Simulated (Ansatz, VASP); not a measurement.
## One calculation of AgCl, two programs

Contents of INCAR:

```
SYSTEM = AgCl
PREC     = Accurate       ! precision mode
ENCUT    = 520            ! plane-wave cutoff, eV
EDIFF    = 1E-8           ! SCF threshold, eV
ISMEAR   = -1             ! smearing method
SIGMA    = 0.02           ! smearing width, eV
LREAL    = .False.        ! projectors in reciprocal space
LASPH    = .True.         ! aspherical terms in the spheres
NELM     = 80             ! most SCF steps
ALGO     = Normal         ! electronic algorithm
ISIF     = 2              ! what is computed and relaxed
LWAVE    = .False.        ! write WAVECAR
LCHARG   = .False.        ! write CHGCAR
GGA      = PE             ! functional
LEFG     = .True.       
NBANDS   = 16             ! bands
```

File KPOINTS:

```
regular mesh
0
Gamma
  8 8 8
  0 0 0
```

Contents of POSCAR:

```
AgCl
1.0
    0.0000000000      2.8096430007      2.8096430007
    2.8096430007      0.0000000000      2.8096430007
    2.8096430007      2.8096430007      0.0000000000
Ag Cl
1 1
Direct
    0.5000000000      0.5000000000      0.5000000000
    0.0000000000      0.0000000000      0.0000000000
```

Input for Ansatz:

```yaml
crystal:
  lattice:
    - [0.0, 2.8096430007, 2.8096430007]
    - [2.8096430007, 0.0, 2.8096430007]
    - [2.8096430007, 2.8096430007, 0.0]
  atoms:
    - { symbol: Ag, position: [0.5, 0.5, 0.5] }
    - { symbol: Cl, position: [0.0, 0.0, 0.0] }
kpoints:
  mp_grid: { grid: [8, 8, 8] }
scf:
  occupations: { method: fermi_dirac, width: 0.02 }
hamiltonian:
  xc: pbe
  pseudopotentials: { kind: all_electron, datasets: crystal }
output:
  forces: true
  stress: true
  eigenvalues: true
  efg: { contact_densities: true }
```

Change from the starting cell: volume scaled by 1.04, crystal datasets.

Alike in both runs: task electric field gradients; functional PBE; k mesh 8 × 8 × 8; occupations fermi-dirac, width 0.02 eV; no spin polarisation.

```csv
,VASP,Ansatz
version,VASP 6.6.1,Ansatz 0.2.0
potentials or method,"VASP PAW PBE potentials, release 64 (Ag, Cl), cutoff 520 eV","all-electron PAW with datasets made for the crystal, scalar-relativistic"
```

```csv
,VASP,Ansatz,Ansatz less VASP
gap on the k mesh at the Fermi level (eV),0.92,0.93,+0.004
pressure (GPa),-0.3,-0.2,+0.13
```

Ansatz ran all-electron here, and VASP with PAW potentials.
